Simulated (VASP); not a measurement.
Here is a VASP 6.6.1 calculation.

File POSCAR:

```
Rh
1.0
    2.6888480624      0.0000000000      0.0000000000
   -1.3444240312      2.3286107289      0.0000000000
    0.0000000000      0.0000000000      8.7774001680
Rh
4
Direct
    0.0000000000      0.0000000000      0.0000000000
    0.3333333333      0.6666666667      0.2500000000
    0.0000000000      0.0000000000      0.5000000000
    0.6666666667      0.3333333333      0.7500000000
```

File INCAR.step1:

```
SYSTEM = Rh
  PREC = Accurate
  ENCUT = 520
  ISMEAR = 0
  SIGMA = 0.1
  LREAL = .False.
  LASPH = .True.
  NELM = 100
  NBANDS = 38
  GGA = PE
  ALGO = Normal
  EDIFF = 1E-4
  LWAVE = .True.
  LCHARG = .False.
```

INCAR.step2

```
SYSTEM = Rh
  PREC = Accurate
  ENCUT = 520
  EDIFF = 1E-6
  ISMEAR = 0
  SIGMA = 0.1
  LREAL = .False.
  LASPH = .True.
  NELM = 100
  ALGO = Normal
  ISIF = 2
  LWAVE = .False.
  LCHARG = .False.
  METAGGA = R2SCAN
  LMIXTAU = .True.
  NBANDS = 38
  ISTART = 1
```

Contents of KPOINTS:

```
regular mesh
0
Gamma
  18 18 6
  0 0 0
```

Potentials or basis: VASP PAW PBE potentials, release 64 (Rh_pv).

Command:

```sh
$ cat potpaw_PBE.64/Rh_pv/POTCAR > POTCAR
$ cp INCAR.step1 INCAR
$ mpirun -np 1 vasp_std > vasp.out
$ cp INCAR.step2 INCAR
$ mpirun -np 1 vasp_std > vasp.out
```

Problem. What does it give for the band gap on the k mesh?

Solution. Zero (bands 30 and 31 overlap by 2.09 eV).

Problem. Predict the pressure.

Solution. 1.2 GPa.

Caveat: the PAW data sets were made with another functional, which shifts forces and pressure a little.
